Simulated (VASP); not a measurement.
Input of a VASP 6.6.1 run:

POSCAR

```
Be
1.0
   -1.2500977089      1.2500977089      1.2500977089
    1.2500977089     -1.2500977089      1.2500977089
    1.2500977089      1.2500977089     -1.2500977089
Be
1
Direct
    0.0000000000      0.0000000000      0.0000000000
```

The input INCAR.step1:

```
PREC = Accurate ; ENCUT = 660
ISMEAR = 0 ; SIGMA = 0.05
LREAL = False ; LASPH = True
NELM = 120 ; NBANDS = 7
GGA = PE ; ALGO = Normal
EDIFF = 1E-5 ; LWAVE = True
LCHARG = False ; GGA_COMPAT = False
```

File INCAR.step2:

```
PREC = Accurate ; ENCUT = 660
EDIFF = 1E-6 ; ISMEAR = 0
SIGMA = 0.05 ; LREAL = False
LASPH = True ; NELM = 120
ALGO = Normal ; ISIF = 2
LWAVE = False ; LCHARG = True
METAGGA = R2SCAN ; LMIXTAU = True
LELF = True ; LVHAR = True
NBANDS = 7 ; ISTART = 1
GGA_COMPAT = False
```

The input KPOINTS:

```
Automatic mesh
0
Gamma
  26 26 26
```

Potentials or basis: VASP PAW PBE potentials, release 64 (Be).

The run is started by

```bash
$ cat potpaw_PBE.64/Be/POTCAR > POTCAR
$ cp INCAR.step1 INCAR
$ mpirun -np 1 vasp_std > vasp.out
$ cp INCAR.step2 INCAR
$ mpirun -np 1 vasp_std > vasp.out
```

(1) What does it give for the band gap on the k mesh?

(2) What does it give for the pressure?

## Answers

(1) zero (bands 1 and 2 overlap by 5.81 eV).

(2) 0.2 GPa.

Caveat: the PAW data sets were made with another functional, which shifts forces and pressure a little.
